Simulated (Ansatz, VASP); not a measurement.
## HgTe in VASP and in Ansatz

```
Hg Te
1.0
     0.00000    3.28537    3.28537
     3.28537    0.00000    3.28537
     3.28537    3.28537    0.00000
Hg Te
1 1
Direct
  0.00000 0.00000 0.00000
  0.25000 0.25000 0.25000
```

Change from the starting cell: volume scaled by 1, PAW files.

Alike in both runs: task single point; functional r2SCAN; k mesh 12 × 12 × 12; occupations fermi-dirac, width 0.08 eV; no spin polarisation.

```csv
,VASP,Ansatz
version,VASP 6.6.1,Ansatz 0.2.0
potentials or method,"VASP PAW PBE potentials, release 64 (Hg, Te)","PAW with Ansatz's default frozen-core files, scalar-relativistic"
plane-wave cutoff (eV),520,500
valence electrons in the cell,18,36
```

```csv
,VASP,Ansatz,Ansatz less VASP
pressure (GPa),0.1,0.0,-0.06
```

VASP's potentials were made for PBE, not for r2SCAN. VASP's potentials hold 18 valence electrons a cell and Ansatz's 36, so a difference there can come from the potentials and not from the codes.

Spin-orbit coupling is off throughout.
